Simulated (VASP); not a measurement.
# Nb6N (Fm-3m) in VASP: density of states with PBE

Aim: the density of states of Nb6N with PBE.

Program: VASP 6.6.1. These are calculated values, not measurements. Logs are shortened: lines on timing, memory, paths and dates and some standing lists are left out, and cuts for length are marked.

**1. The cell of the first run**

The structure is cubic, space group Fm-3m (No. 225). Conventional cell: a = 7.859 Å, b = 7.859 Å, c = 7.859 Å, α = 90.00°, β = 90.00°, γ = 90.00°. Within 3.7 Å of Nb (site symmetry mmm) lie 8 Nb at 2.78 Å and 2 N at 2.78 Å. N (site symmetry m-3m) has 12 Nb at 2.78 Å within 3.7 Å.

**2. Density of states, PBE**

POSCAR reads:

```
Nb6N
1.0
    0.0000000000      3.9296382540      3.9296382540
    3.9296382540      0.0000000000      3.9296382540
    3.9296382540      3.9296382540      0.0000000000
Nb N
6 1
Direct
    0.5000000000      0.0000000000      0.0000000000
    0.0000000000      0.5000000000      0.5000000000
    0.0000000000      0.5000000000      0.0000000000
    0.5000000000      0.0000000000      0.5000000000
    0.0000000000      0.0000000000      0.5000000000
    0.5000000000      0.5000000000      0.0000000000
    0.5000000000      0.5000000000      0.5000000000
```

INCAR.step1 reads:

```
PREC = Accurate
ENCUT = 520
EDIFF = 1E-6
ISMEAR = 0
SIGMA = 0.1
LREAL = F
LASPH = T
NELM = 80
ALGO = Normal
ISIF = 2
LWAVE = F
LCHARG = T
LMAXMIX = 4
GGA = PE
NBANDS = 50
```

KPOINTS.step1 reads:

```
Automatic mesh
0
Gamma
  8 8 8
```

INCAR.step2 reads:

```
PREC = Accurate
ENCUT = 520
EDIFF = 1E-6
ISMEAR = -5
SIGMA = 0.1
LREAL = F
LASPH = T
NELM = 80
ALGO = Normal
ISIF = 2
LWAVE = F
LCHARG = F
LMAXMIX = 4
GGA = PE
LORBIT = 11
NEDOS = 2001
ICHARG = 11
```

KPOINTS.step2 reads:

```
Automatic mesh
0
Gamma
  12 12 12
```

Potentials or basis: VASP PAW PBE potentials, release 64 (Nb_sv, N).

Launch:

```
$ cat potpaw_PBE.64/Nb_sv/POTCAR potpaw_PBE.64/N/POTCAR > POTCAR
$ cp INCAR.step1 INCAR
$ cp KPOINTS.step1 KPOINTS
$ mpirun -np 1 vasp_std > vasp.out
$ cp INCAR.step2 INCAR
$ cp KPOINTS.step2 KPOINTS
$ mpirun -np 1 vasp_std > vasp.out
```

OUTCAR:

```text
PREC = Accurate
   ENCUT = 520
   EDIFF = 1E-6
   ISMEAR = -5
   LREAL = F
   LASPH = T
   NELM = 80
   ISIF = 2
   GGA = PE
   LORBIT = 11
   ICHARG = 11

 ion  position               nearest neighbor table
   1  0.500  0.000  0.000-   4 2.78   6 2.78   4 2.78   5 2.78   3 2.78   6 2.78   3 2.78   5 2.78

   2  0.000  0.500  0.500-   3 2.78   5 2.78   3 2.78   6 2.78   4 2.78   5 2.78   4 2.78   6 2.78

   3  0.000  0.500  0.000-   2 2.78   6 2.78   2 2.78   5 2.78   1 2.78   5 2.78   1 2.78   6 2.78

   4  0.500  0.000  0.500-   1 2.78   5 2.78   1 2.78   6 2.78   2 2.78   6 2.78   2 2.78   5 2.78

   5  0.000  0.000  0.500-   2 2.78   4 2.78   1 2.78   3 2.78   2 2.78   3 2.78   1 2.78   4 2.78

   6  0.500  0.500  0.000-   1 2.78   3 2.78   2 2.78   4 2.78   1 2.78   4 2.78   2 2.78   3 2.78

   7  0.500  0.500  0.500-

  LATTYP: Found a face centered cubic cell.
 ALAT       =     7.8592765080

  Lattice vectors:

 A1 = (   0.0000000000,   3.9296382540,   3.9296382540)
 A2 = (   3.9296382540,   0.0000000000,   3.9296382540)
 A3 = (   3.9296382540,   3.9296382540,   0.0000000000)

Analysis of symmetry for initial positions (statically):
=====================================================================
 Subroutine PRICEL returns:
 Original cell was already a primitive cell.

 Routine SETGRP: Setting up the symmetry group for a
 face centered cubic supercell.

 Subroutine GETGRP returns: Found 48 space group operations
 (whereof 48 operations were pure point group operations)
 out of a pool of 48 trial point group operations.

The static configuration has the point symmetry O_h .

Analysis of symmetry for dynamics (positions and initial velocities):
=====================================================================
 Subroutine PRICEL returns:
 Original cell was already a primitive cell.

 Routine SETGRP: Setting up the symmetry group for a
 face centered cubic supercell.

 Subroutine GETGRP returns: Found 48 space group operations
 (whereof 48 operations were pure point group operations)
 out of a pool of 48 trial point group operations.

The dynamic configuration has the point symmetry O_h .

 Subroutine INISYM returns: Found 48 space group operations
 (whereof 48 operations are pure point group operations),
 and found     1 'primitive' translations

----------------------------------------------------------------------------------------

                                     Primitive cell

  volume of cell :     121.3634

  direct lattice vectors                    reciprocal lattice vectors
     0.000000000  3.929638254  3.929638254    -0.127238175  0.127238175  0.127238175
     3.929638254  0.000000000  3.929638254     0.127238175 -0.127238175  0.127238175
     3.929638254  3.929638254  0.000000000     0.127238175  0.127238175 -0.127238175

  length of vectors
     5.557347714  5.557347714  5.557347714     0.220382984  0.220382984  0.220382984

  position of ions in fractional coordinates (direct lattice)
     0.500000000  0.000000000  0.000000000
     0.000000000  0.500000000  0.500000000
     0.000000000  0.500000000  0.000000000
     0.500000000  0.000000000  0.500000000
     0.000000000  0.000000000  0.500000000
     0.500000000  0.500000000  0.000000000
     0.500000000  0.500000000  0.500000000

  ion indices of the primitive-cell ions
   primitive index   ion index
                 1           1
                 2           2
                 3           3
                 4           4
                 5           5
                 6           6
                 7           7

----------------------------------------------------------------------------------------

 KPOINTS: Automatic mesh

Automatic generation of k-mesh.
 Grid dimensions read from file:
 generate k-points for:   12   12   12

 Generating k-lattice:

  Cartesian coordinates                     Fractional coordinates (reciprocal lattice)
    -0.010603181  0.010603181  0.010603181     0.083333333  0.000000000  0.000000000
     0.010603181 -0.010603181  0.010603181     0.000000000  0.083333333  0.000000000
     0.010603181  0.010603181 -0.010603181     0.000000000  0.000000000  0.083333333

  Length of vectors
     0.018365249  0.018365249  0.018365249

  Shift w.r.t. Gamma in fractional coordinates (k-lattice)
     0.000000000  0.000000000  0.000000000

 TETIRR: Found    247 inequivalent tetrahedra from    10368

 Subroutine IBZKPT returns following result:
 ===========================================

 Found     72 irreducible k-points:

 Following reciprocal coordinates:
            Coordinates               Weight
  0.000000  0.000000  0.000000      1.000000
  0.083333  0.000000  0.000000      8.000000
  0.166667  0.000000  0.000000      8.000000
  0.250000  0.000000  0.000000      8.000000
  0.333333  0.000000  0.000000      8.000000
  0.416667  0.000000  0.000000      8.000000
[... 16 lines left out ...]
  0.500000  0.166667  0.000000     24.000000
 -0.416667  0.166667  0.000000     24.000000
 [... further k-points ...]
   k-points           NKPTS =     72   k-points in BZ     NKDIM =     72   number of bands    NBANDS=     49
   number of dos      NEDOS =   2001   number of ions     NIONS =      7
   total plane-waves  NPLWV =  74088
   dimension x,y,z NGX =    42 NGY =   42 NGZ =   42
   dimension x,y,z NGXF=    84 NGYF=   84 NGZF=   84
   ions per type =               6   1
   NGX,Y,Z   is equivalent  to a cutoff of  12.56, 12.56, 12.56 a.u.
   NGXF,Y,Z  is equivalent  to a cutoff of  25.13, 25.13, 25.13 a.u.
 SYSTEM =  unknown system
   PREC   = accura    normal or accurate (medium, high low for compatibility)
   ISTART =      0    job   : 0-new  1-cont  2-samecut
   ICHARG =     11    charge: 1-file 2-atom 10-const
   ISPIN  =      1    spin polarized calculation?
   LNONCOLLINEAR =      F non collinear calculations
   LSORBIT =      F    spin-orbit coupling
   LASPH  =      T    aspherical Exc in radial PAW
   ENCUT  =  520.0 eV  38.22 Ry    6.18 a.u.  10.33 10.33 10.33*2*pi/ulx,y,z
   NELM   =     80;   NELMIN=  2; NELMDL=  0     # of ELM steps
   EDIFF  = 0.1E-05   stopping-criterion for ELM
   LREAL  =      F    real-space projection
   EDIFFG = 0.1E-04   stopping-criterion for IOM
   NSW    =      0    number of steps for IOM
   IBRION =     -1    ionic relax: 0-MD 1-quasi-New 2-CG
   NFREE  =      0    steps in history (QN), initial steepest desc. (CG)
   ISIF   =      2    stress and relaxation
   ISYM   =      2    0-nonsym 1-usesym 2-fastsym
   POTIM  = 0.5000    time-step for ionic-motion
   TEBEG  =    0.0;   TEEND  =   0.0 temperature during run
   PSTRESS=    0.0 pullay stress
   NELECT =      83.0000    total number of electrons
   NUPDOWN=      -1.0000    fix difference up-down
   EMIN   =  10.00;   EMAX   =-10.00  energy-range for DOS
   EFERMI =   0.00;   METHOD = LEGACY
   ISMEAR =    -5;   SIGMA  =   0.10  broadening in eV -4-tet -1-fermi 0-gaus
   EFERMI_NEDOS =   21; number of points for ismear=-14 and -15
   IALGO  =     38    algorithm
   IMIX   =      4    mixing-type and parameters
     AMIX     =   0.40;   BMIX     =  1.00
     AMIX_MAG =   1.60;   BMIX_MAG =  1.00
  volume/ion in A,a.u.               =      17.34       117.00
  Fermi-wavevector in a.u.,A,eV,Ry     =   1.442353  2.725652 28.305326  2.080383
  Thomas-Fermi vector in A             =   2.560883
   LORBIT       =     11    0 simple, 1 ext, 2 COOP (PROOUT), +10 PAW based schemes
   GGA     = PE    functional components
   LHFCALC =     F    Hartree Fock is set to
   AEXX    =    0.0000 exact exchange contribution
   IVDW    =     0    specifies the selected vdW correction
   LEPSILON=     F    determine dielectric tensor
   LRPA    =     F    only Hartree local field effects (RPA)
 non-spin polarized calculation
 Fermi weights with tetrahedron method with Bloechl corrections
  energy-cutoff  :      520.00
  volume of cell :      121.36
 maximum number of plane-waves:      3294
 NGX is ok and might be reduce to    42

 number of electron      82.9999993 magnetization

 Free energy of the ion-electron system (eV)
  ---------------------------------------------------
  ext. energy  EPLUGINS =         0.00000000
  ---------------------------------------------------
  free energy    TOTEN  =       -64.02576054 eV

  energy without entropy =      -64.02576054  energy(sigma->0) =      -64.02576054

 E-fermi :  10.5253     XC(G=0): -12.0927

 val. band max:       10.6482225250   @ k =  -0.2500   0.5000   0.2500
 cond. band min:      10.4994286554   @ k =  -0.4167   0.3333   0.0000
 fundamental gap:     -0.1487938697
 Fermi energy:        10.5252577101

 k-point     1 :       0.0000    0.0000    0.0000
  band No.  band energies     occupation
      1     -44.3037      2.00000
      2     -44.0098      2.00000
      3     -44.0098      2.00000
      4     -44.0098      2.00000
      5     -43.8680      2.00000
      6     -43.8680      2.00000
[... 41 lines left out ...]
     48      12.7983      0.00000
     49      13.0976      0.00000

 k-point     2 :       0.0833    0.0000    0.0000
  band No.  band energies     occupation
      1     -44.2989      2.00000
      2     -44.0150      2.00000
      3     -44.0075      2.00000
      4     -44.0075      2.00000
      5     -43.8704      2.00000
      6     -43.8704      2.00000
[... 41 lines left out ...]
     48      12.7755      0.00000
     49      13.2996      0.00000

 k-point     3 :       0.1667    0.0000    0.0000
  band No.  band energies     occupation
      1     -44.2846      2.00000
      2     -44.0301      2.00000
      3     -44.0005      2.00000
      4     -44.0005      2.00000
      5     -43.8777      2.00000
      6     -43.8777      2.00000
[... 41 lines left out ...]
     48      12.7128      0.00000
     49      13.4346      0.00000

 k-point     4 :       0.2500    0.0000    0.0000
  band No.  band energies     occupation
      1     -44.2618      2.00000
      2     -44.0540      2.00000
      3     -43.9895      2.00000
      4     -43.9895      2.00000
      5     -43.8892      2.00000
      6     -43.8892      2.00000
[... 977 lines left out ...]
     48      12.6384      0.00000
     49      12.7531      0.00000

 k-point    23 :       0.5000    0.1667    0.0000
  band No.  band energies     occupation
      1     -44.1730      2.00000
      2     -44.1225      2.00000
      3     -43.9762      2.00000
      4     -43.9636      2.00000
      5     -43.9393      2.00000
      6     -43.9031      2.00000
[... 41 lines left out ...]
     48      12.4766      0.00000
     49      12.8346      0.00000

 k-point    24 :      -0.4167    0.1667    0.0000
  band No.  band energies     occupation
      1     -44.1596      2.00000
      2     -44.1369      2.00000
      3     -43.9814      2.00000
      4     -43.9591      2.00000
      5     -43.9205      2.00000
      6     -43.9204      2.00000
[... 41 lines left out ...]
     48      12.7581      0.00000
     49      12.9926      0.00000

 [... further k-points ...]
[... 5 lines left out ...]
  --------------------------------------------------------------------------------------
  -------------------------------------------------------------------------------------
  Total       -0.0039312     -0.0039312     -0.0039312      0.0000000      0.0000000      0.0000000
  in kB       -0.0518983     -0.0518983     -0.0518983      0.0000000      0.0000000      0.0000000
  external PRESSURE =      -0.0518983 kB  Pullay stress =       0.0000000 kB

 VOLUME and BASIS-vectors are now :
 -----------------------------------------------------------------------------
  energy-cutoff  :      520.00
  volume of cell :      121.36
      direct lattice vectors                 reciprocal lattice vectors
     0.000000000  3.929638254  3.929638254    -0.127238175  0.127238175  0.127238175
     3.929638254  0.000000000  3.929638254     0.127238175 -0.127238175  0.127238175
     3.929638254  3.929638254  0.000000000     0.127238175  0.127238175 -0.127238175

 POSITION                                       TOTAL-FORCE (eV/Angst)
 -----------------------------------------------------------------------------------
      0.00000      1.96482      1.96482         0.000000     -0.000000     -0.000000
      3.92964      1.96482      1.96482         0.000000      0.000000     -0.000000
      1.96482      0.00000      1.96482        -0.000000      0.000000      0.000000
      1.96482      3.92964      1.96482        -0.000000     -0.000000     -0.000000
      1.96482      1.96482      0.00000         0.000000     -0.000000      0.000000
      1.96482      1.96482      3.92964        -0.000000      0.000000     -0.000000
      3.92964      3.92964      3.92964         0.000000      0.000000      0.000000
 -----------------------------------------------------------------------------------
    total drift:                               -0.000000     -0.000000      0.000000

  FREE ENERGIE OF THE ION-ELECTRON SYSTEM (eV)
  ---------------------------------------------------
  free  energy   TOTEN  =       -64.0257605362 eV

  energy  without entropy=      -64.0257605362  energy(sigma->0) =      -64.02576054

 total charge

# of ion       s       p       d       tot
------------------------------------------
    1        2.219   5.973   2.651  10.843
    2        2.219   5.973   2.651  10.843
    3        2.219   5.973   2.651  10.843
    4        2.219   5.973   2.651  10.843
    5        2.219   5.973   2.651  10.843
    6        2.219   5.973   2.651  10.843
    7        1.280   2.124   0.000   3.404
--------------------------------------------------
tot         14.595  37.964  15.907  68.465
```

It took 9.7 min on 1 thread of Intel Xeon Platinum 8488C (Sapphire Rapids), shared host; peak memory 0.44 GiB.

What came out:

```
Valence electrons inside the program's atomic spheres : Nb 10.84; N 3.40
```

Caveat: tetrahedron occupations give inexact forces and stress in metals.
